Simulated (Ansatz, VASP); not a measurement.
## BaTe in VASP and in Ansatz

```
Ba Te
1.0
     5.97941    0.00000    0.00000
    -2.98970    5.17832    0.00000
     0.00000    0.00000    7.00004
Ba Te
2 2
Direct
  0.33333 0.66667 0.93809
  0.66667 0.33333 0.43809
  0.33333 0.66667 0.43791
  0.66667 0.33333 0.93791
```

Alike in both runs: task electric field gradients; functional PBE; k mesh 8 × 8 × 5; occupations fermi-dirac, width 0.08 eV; no spin polarisation.

|  | VASP | Ansatz |
| --- | --- | --- |
| version | VASP 6.6.1 | Ansatz 0.2.0 |
| potentials or method | VASP PAW PBE potentials, release 64 (Ba_sv, Te) | PAW with Ansatz's default frozen-core files, scalar-relativistic |
| plane-wave cutoff (eV) | 520 | 420 |
| valence electrons in the cell | 32 | 52 |

```tsv
	VASP	Ansatz	Ansatz less VASP
pressure (GPa)	0.2	0.0	-0.23
traceless stress, the component that is largest in VASP (GPa)	0.08	0.03	-0.056
size of Vzz on the site where it differs most (V/Å²)	42.2	40.0	-2.27
```

VASP's potentials hold 32 valence electrons a cell and Ansatz's 52, so a difference there can come from the potentials and not from the codes.

Neither program's run includes spin-orbit coupling.
